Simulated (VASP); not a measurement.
Runs of VASP 6.6.1 on W. It takes space group Im-3m (No. 229, cubic). The conventional cell has a = 3.135 Å, b = 3.135 Å, c = 3.135 Å, α = 90.00°, β = 90.00°, γ = 90.00°. Within 3.6 Å of W (site symmetry m-3m) lie 14 W at 2.72 to 3.14 Å. 

| k mesh | smearing | gap on the mesh (eV) | pressure (GPa) |
| --- | --- | --- | --- |
| 7 × 7 × 7 | fermi-dirac 0.1 eV | none | (a) |
| 4 × 4 × 4 | fermi-dirac 0.1 eV | none | 1.2 |
| 14 × 14 × 14 | methfessel-paxton 0.1 eV | none | 1.8 |
| 14 × 14 × 14 | methfessel-paxton 0.2 eV | none | 1.9 |
| 14 × 14 × 14 | methfessel-paxton 0.3 eV | none | 1.9 |
| 14 × 14 × 14 | methfessel-paxton 1 eV | none | 1.4 |
| 23 × 23 × 23 | fermi-dirac 0.1 eV | none | 1.9 |
| 14 × 14 × 14 | fermi-dirac 0.03 eV | none | 1.8 |
| 14 × 14 × 14 | fermi-dirac 0.2 eV | none | (b) |
| 14 × 14 × 14 | gaussian 0.01 eV | none | 1.8 |
| 14 × 14 × 14 | fermi-dirac 0.1 eV | none | 2.0 |
| 11 × 11 × 11 | fermi-dirac 0.1 eV | none | 2.2 |

Alike in all rows: task single point; level LDA; potentials or basis VASP PAW LDA potentials, release 64 (W_sv); no spin polarisation; cell as given; cutoff (eV) 520.

**Question.** Estimate the missing entries.

**Answer.** (a) 2.3; (b) 2.1.

Caveats: some runs use coarse meshes; spin-orbit coupling is left out, which moves the levels of the heavy elements.

A k mesh can miss the band edges, and the runs leave out spin-orbit coupling on W.

A gap of «none» marks levels without a gap at the run's occupations.
